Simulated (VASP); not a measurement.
# Zr4HSe8 (P-3m1) in VASP: further runs, part 2 of 2

VASP 6.6.1. Earlier steps stand in the parts before.

### Step 3. Relaxation of cell and atoms, PBE+D3(BJ)

This run uses another cell than the first one, of 22.45 Å³/atom.

Input file INCAR:

```
SYSTEM = Zr4HSe8
PREC = Accurate
ENCUT = 600
EDIFF = 1E-6
ISMEAR = 0
SIGMA = 0.1
LREAL = .False.
LASPH = .True.
NELM = 80
ALGO = Normal
ISIF = 3
LWAVE = .False.
LCHARG = .False.
GGA = PE
IVDW = 12
IBRION = 2
NSW = 90
EDIFFG = -0.0325
```

Input file KPOINTS:

```
regular mesh
0
Gamma
  3 3 4
  0 0 0
```

Input file POSCAR:

```
Zr4HSe8
1.0
    7.4722426138      0.0000000001      0.0000000000
   -3.7361213070      6.4711519268      0.0000000000
    0.0000000000      0.0000000000      6.0363398387
Zr Se H
4 8 1
Direct
    0.0000000000      0.0000000000      0.0000000000
    0.0000000000      0.5000000000      0.0000000000
    0.5000000000      0.0000000000      0.0000000000
    0.5000000000      0.5000000000      0.0000000000
    0.1666666667      0.3333333333      0.2648971153
    0.1666666667      0.8333333333      0.2648971153
    0.6666666667      0.3333333333      0.2648971153
    0.6666666667      0.8333333333      0.2648971153
    0.3333333333      0.1666666667      0.7351028847
    0.3333333333      0.6666666667      0.7351028847
    0.8333333333      0.1666666667      0.7351028847
    0.8333333333      0.6666666667      0.7351028847
    0.0000000000      0.0000000000      0.5000000000
```

Potentials or basis: VASP PAW PBE potentials, release 64 (Zr_sv, Se, H).

Started as:

```bash
$ cat potpaw_PBE.64/Zr_sv/POTCAR potpaw_PBE.64/Se/POTCAR potpaw_PBE.64/H/POTCAR > POTCAR
$ mpirun -np 1 vasp_std > vasp.out
```

OUTCAR:

```text
SYSTEM = Zr4HSe8
   PREC = Accurate
   ENCUT = 600
   EDIFF = 1E-6
   ISMEAR = 0
   LREAL = .False.
   LASPH = .True.
   NELM = 80
   ISIF = 3
   GGA = PE
   IVDW = 12
   IBRION = 2
   NSW = 90
   EDIFFG = -0.0325
 IVDW          = 12

 ion  position               nearest neighbor table
   1  0.000  0.000  0.000-   8 2.69   9 2.69   5 2.69  12 2.69  11 2.69   6 2.69   3 3.74   3 3.74
                             4 3.74   4 3.74   2 3.74   2 3.74
   2  0.000  0.500  0.000-   7 2.69  10 2.69   6 2.69  11 2.69   5 2.69  12 2.69   4 3.74   4 3.74
                             3 3.74   3 3.74   1 3.74   1 3.74
   3  0.500  0.000  0.000-   6 2.69  11 2.69  10 2.69   7 2.69   8 2.69   9 2.69   1 3.74   1 3.74
                             2 3.74   2 3.74   4 3.74   4 3.74
   4  0.500  0.500  0.000-   5 2.69  12 2.69   9 2.69   8 2.69  10 2.69   7 2.69   2 3.74   2 3.74
                             1 3.74   1 3.74   3 3.74   3 3.74
   5  0.167  0.333  0.265-   4 2.69   1 2.69   2 2.69
   6  0.167  0.833  0.265-   3 2.69   2 2.69   1 2.69
   7  0.667  0.333  0.265-   2 2.69   3 2.69   4 2.69
   8  0.667  0.833  0.265-   1 2.69   4 2.69   3 2.69
   9  0.333  0.167  0.735-   1 2.69   4 2.69   3 2.69
  10  0.333  0.667  0.735-   2 2.69   3 2.69   4 2.69
  11  0.833  0.167  0.735-   3 2.69   2 2.69   1 2.69
  12  0.833  0.667  0.735-   4 2.69   1 2.69   2 2.69
  13  0.000  0.000  0.500-

  LATTYP: Found a hexagonal cell.
 ALAT       =     7.4722426138
 C/A-ratio  =     0.8078350973

  Lattice vectors:

 A1 = (   7.4722426138,   0.0000000001,   0.0000000000)
 A2 = (  -3.7361213070,   6.4711519268,   0.0000000000)
 A3 = (   0.0000000000,   0.0000000000,   6.0363398387)

Analysis of symmetry for initial positions (statically):
=====================================================================
 Subroutine PRICEL returns:
 Original cell was already a primitive cell.

 Routine SETGRP: Setting up the symmetry group for a
 hexagonal supercell.

 Subroutine GETGRP returns: Found 12 space group operations
 (whereof 12 operations were pure point group operations)
 out of a pool of 24 trial point group operations.

The static configuration has the point symmetry D_3d.

Analysis of symmetry for dynamics (positions and initial velocities):
=====================================================================
 Subroutine PRICEL returns:
 Original cell was already a primitive cell.
[... 132 lines left out ...]
   IALGO  =     38    algorithm
   IMIX   =      4    mixing-type and parameters
     AMIX     =   0.40;   BMIX     =  1.00
     AMIX_MAG =   1.60;   BMIX_MAG =  1.00
  volume/ion in A,a.u.               =      22.45       151.52
  Fermi-wavevector in a.u.,A,eV,Ry     =   1.133957  2.142868 17.495173  1.285859
  Thomas-Fermi vector in A             =   2.270661
   LORBIT       =      0    0 simple, 1 ext, 2 COOP (PROOUT), +10 PAW based schemes
   GGA     = PE    functional components
   LHFCALC =     F    Hartree Fock is set to
   AEXX    =    0.0000 exact exchange contribution
   IVDW    =    12    specifies the selected vdW correction
   LEPSILON=     F    determine dielectric tensor
   LRPA    =     F    only Hartree local field effects (RPA)
 conjugate gradient relaxation of ions
 non-spin polarized calculation
 Gauss-broadening in eV      SIGMA  =   0.10
  energy-cutoff  :      600.00
  volume of cell :      291.88
 maximum number of plane-waves:      9765
 NGX is ok and might be reduce to    60
   NGX = 29   NGY = 29   NGZ = 25

--------------------------------------- Ionic step        1  -------------------------------------------

 number of electron      97.0000003 magnetization

 Free energy of the ion-electron system (eV)
  ---------------------------------------------------
  ext. energy  EPLUGINS =         0.00000000
  ---------------------------------------------------
  free energy    TOTEN  =       -79.11848232 eV

  energy without entropy =      -79.08145954  energy(sigma->0) =      -79.09997093

------------------------ aborting loop because EDIFF is reached ----------------------------------------

 Edisp (eV)   -5.07634

 E8    (eV) :    -2.2574
[... 93 lines left out ...]
--------------------------------------- Ionic step        3  -------------------------------------------

 number of electron      97.0000001 magnetization

 E-fermi :   5.2667     XC(G=0):  -9.9543

 val. band max:        5.2505992810   @ k =   0.0000   0.0000   0.5000
 cond. band min:       5.2758203132   @ k =   0.3333  -0.0000   0.5000
 fundamental gap:      0.0252210322
 Fermi energy:         5.2666836399

 k-point     1 :       0.0000    0.0000    0.0000
  band No.  band energies     occupation
      1     -44.3826      2.00000
      2     -44.2818      2.00000
      3     -44.2716      2.00000
      4     -44.2716      2.00000
      5     -22.4838      2.00000
      6     -22.4838      2.00000
[... 904 lines left out ...]
--------------------------------------- Ionic step        9  -------------------------------------------

 number of electron      96.9999996 magnetization

 Free energy of the ion-electron system (eV)
  ---------------------------------------------------
  ext. energy  EPLUGINS =         0.00000000
  ---------------------------------------------------
  free energy    TOTEN  =       -79.01705856 eV

  energy without entropy =      -78.98348140  energy(sigma->0) =      -79.00026998

 E-fermi :   5.4769     XC(G=0): -10.0663

 val. band max:        5.4607722178   @ k =   0.0000   0.0000   0.5000
 cond. band min:       5.5004720169   @ k =   0.3333  -0.0000   0.5000
 fundamental gap:      0.0396997991
 Fermi energy:         5.4769135102

 k-point     1 :       0.0000    0.0000    0.0000
  band No.  band energies     occupation
      1     -44.1086      2.00000
      2     -44.0174      2.00000
      3     -44.0067      2.00000
      4     -44.0067      2.00000
      5     -22.2272      2.00000
      6     -22.2272      2.00000
[... 643 lines left out ...]
  FREE ENERGIE OF THE ION-ELECTRON SYSTEM (eV)
  ---------------------------------------------------
  free  energy   TOTEN  =       -84.2647746825 eV

  energy  without entropy=      -84.2311975278  energy(sigma->0) =      -84.24798611

 reached required accuracy - stopping structural energy minimisation
```

CONTCAR:

```text
Zr4HSe8
   1.00000000000000
     7.4781724585486646    0.0000000001000683   -0.0000000000000000
    -3.7390862293744207    6.4762873229929374   -0.0000000000000000
    -0.0000000000000000   -0.0000000000000000    5.8463426247306849
  Zr              Se              H
     4     8     1
Direct
     0.0000000000000000    0.0000000000000000    0.0000000000000000
     0.0000000000000000    0.5000000000000000    0.0000000000000000
     0.5000000000000000    0.0000000000000000    0.0000000000000000
     0.5000000000000000    0.5000000000000000    0.0000000000000000
     0.1676282370305806    0.3352564739611522    0.2752272440188376
     0.1676282370305806    0.8323717629694194    0.2752272440188376
     0.6666666667000030    0.3333333332999970    0.2721507170365828
     0.6647435260388477    0.8323717629694194    0.2752272440188376
     0.3352564739611522    0.1676282370305806    0.7247727559811625
     0.3333333332999970    0.6666666667000030    0.7278492829634172
     0.8323717629694194    0.1676282370305805    0.7247727559811624
     0.8323717629694194    0.6647435260388478    0.7247727559811625
     0.0000000000000000    0.0000000000000000    0.5000000000000000

  0.00000000E+00  0.00000000E+00  0.00000000E+00
  0.00000000E+00  0.00000000E+00  0.00000000E+00
  0.00000000E+00  0.00000000E+00  0.00000000E+00
  0.00000000E+00  0.00000000E+00  0.00000000E+00
  0.00000000E+00  0.00000000E+00  0.00000000E+00
  0.00000000E+00  0.00000000E+00  0.00000000E+00
  0.00000000E+00  0.00000000E+00  0.00000000E+00
  0.00000000E+00  0.00000000E+00  0.00000000E+00
  0.00000000E+00  0.00000000E+00  0.00000000E+00
  0.00000000E+00  0.00000000E+00  0.00000000E+00
  0.00000000E+00  0.00000000E+00  0.00000000E+00
  0.00000000E+00  0.00000000E+00  0.00000000E+00
  0.00000000E+00  0.00000000E+00  0.00000000E+00
```

It took 30 min on 1 thread of Intel Xeon Platinum 8259CL at 2.50GHz (Skylake/Cascade Lake), shared host; peak memory 0.56 GiB.

Results:

```
Free energy                           : -84.2648 eV
Relaxed volume                        : 21.78 Å³/atom
Relaxed cell                          : a = 7.478 Å, b = 7.478 Å, c = 5.846 Å, α = 90.00°, β = 90.00°, γ = 120.00°
Space group after relaxing (to 0.1 Å) : P-3m1 (No. 164)
Energy gained by relaxing             : 5.4 meV/atom
Ionic steps                           : 9
Pressure after relaxing               : -0.1 GPa
Largest force after relaxing          : 0.019 eV/Å
Band gap on the k mesh                : zero (an odd number of electrons rules out a gap without spin polarisation)
Dispersion energy per atom            : -0.404 eV
```

Forces in eV/Å, atoms in the order of the input:
```
Zr   0.000  0.000  0.000
Zr   0.000  0.000  0.000
Zr   0.000  0.000  0.000
Zr   0.000  0.000  0.000
Se   0.000 -0.010 -0.016
Se  -0.009  0.005 -0.016
Se   0.000  0.000  0.016
Se   0.009  0.005 -0.016
Se  -0.009 -0.005  0.016
Se   0.000  0.000 -0.016
Se   0.009 -0.005  0.016
Se   0.000  0.010  0.016
H    0.000  0.000  0.000
```

The path:
| step | energy change (eV) | largest force (eV/Å) | pressure (GPa) | volume (Å³) |
| --- | --- | --- | --- | --- |
| 1 | 0.0000 | 0.2209 | -0.11 | 291.88 |
| 2 | -0.0189 | 0.1586 | -0.32 | 291.21 |
| 3 | -0.0504 | 0.0600 | -0.90 | 289.17 |
| 4 | -0.0619 | 0.1324 | -0.30 | 286.41 |
| 5 | -0.0645 | 0.1834 | 0.15 | 284.47 |
| 6 | -0.0671 | 0.1433 | 0.14 | 283.91 |
| 7 | -0.0697 | 0.0388 | 0.10 | 282.50 |
| 8 | -0.0697 | 0.0429 | 0.11 | 282.55 |
| 9 | -0.0700 | 0.0189 | -0.06 | 283.14 |

Final structure:
```yaml
crystal:
  lattice:
    - [7.47817, 0.00000, 0.00000]
    - [-3.73909, 6.47629, 0.00000]
    - [0.00000, 0.00000, 5.84634]
  atoms:
    - { symbol: Zr, position: [0.00000, 0.00000, 0.00000] }
    - { symbol: Zr, position: [0.00000, 0.50000, 0.00000] }
    - { symbol: Zr, position: [0.50000, 0.00000, 0.00000] }
    - { symbol: Zr, position: [0.50000, 0.50000, 0.00000] }
    - { symbol: Se, position: [0.16763, 0.33526, 0.27523] }
    - { symbol: Se, position: [0.16763, 0.83237, 0.27523] }
    - { symbol: Se, position: [0.66667, 0.33333, 0.27215] }
    - { symbol: Se, position: [0.66474, 0.83237, 0.27523] }
    - { symbol: Se, position: [0.33526, 0.16763, 0.72477] }
    - { symbol: Se, position: [0.33333, 0.66667, 0.72785] }
    - { symbol: Se, position: [0.83237, 0.16763, 0.72477] }
    - { symbol: Se, position: [0.83237, 0.66474, 0.72477] }
    - { symbol: H, position: [0.00000, 0.00000, 0.50000] }
```

Caveat: an odd number of electrons without spin polarisation forces a metal; a magnetic or distorted state may lie lower.

The gap in the log of VASP goes by the Fermi energy; the results here count the filled bands.